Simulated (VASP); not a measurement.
Write the native input for VASP 6.6.1 that does the following.

```yaml
Task: relaxation of cell and atoms
Functional: PBE
Potentials_or_basis: VASP PAW PBE potentials, release 64 (Sb, P)
Cutoff: 600 eV
k_mesh: 6 × 6 × 4
Occupations: gaussian, width 0.1 eV
Spin: no spin polarisation
Dipole_correction: no
Further_INCAR_settings: ALGO = Normal; EDIFF = 1e-07; IBRION = 2; EDIFFG = -0.04; NSW = 90; ISIF = 3
```

The structure of SbP5 lies in POSCAR:

```
SbP5
1.0
    4.6951298154      0.0000000000      0.0000000000
   -2.3475649077      4.0661016942      0.0000000000
    0.0000000000      0.0000000000      5.4736344873
Sb P
1 5
Direct
    0.0000000000      0.0000000000      0.5000000000
    0.3333333333      0.6666666667      0.0000000000
    0.6666666667      0.3333333333      0.0000000000
    0.0000000000      0.0000000000      0.0000000000
    0.3333333333      0.6666666667      0.5000000000
    0.6666666667      0.3333333333      0.5000000000
```

The cell was generated, and may not be a known phase.

The input as run:

INCAR

```
SYSTEM = SbP5
ALGO = Normal
EDIFF = 1E-7
EDIFFG = -0.04
ENCUT = 600
GGA = PE
IBRION = 2
ISIF = 3
ISMEAR = 0
LASPH = .TRUE.
LCHARG = .FALSE.
LREAL = .FALSE.
LWAVE = .FALSE.
NELM = 80
NSW = 90
PREC = Accurate
SIGMA = 0.1
```

KPOINTS

```
k-points
0
G
  6 6 4
  0 0 0
```

Potentials or basis: VASP PAW PBE potentials, release 64 (Sb, P).

Run with:

```sh
$ cat potpaw_PBE.64/Sb/POTCAR potpaw_PBE.64/P/POTCAR > POTCAR
$ mpirun -np 1 vasp_std > vasp.out
```

Results of the run:

```
Relaxed volume                        : 17.60 Å³/atom
Relaxed cell                          : a = 4.832 Å, b = 4.832 Å, c = 5.222 Å, α = 90.00°, β = 90.00°, γ = 120.00°
Space group after relaxing (to 0.1 Å) : P6/mmm (No. 191)
Energy gained by relaxing             : 48.9 meV/atom
Ionic steps                           : 6
Pressure after relaxing               : -0.1 GPa
Band gap on the k mesh                : zero (bands 15 and 16 overlap by 3.22 eV)
```

Caveat: spin-orbit coupling is left out, which moves the levels of the heavy elements.

Wall time 100 s on 1 thread of Intel(R) Xeon(R) 6975P-C (Granite Rapids) (shared host), peak memory 0.29 GiB.
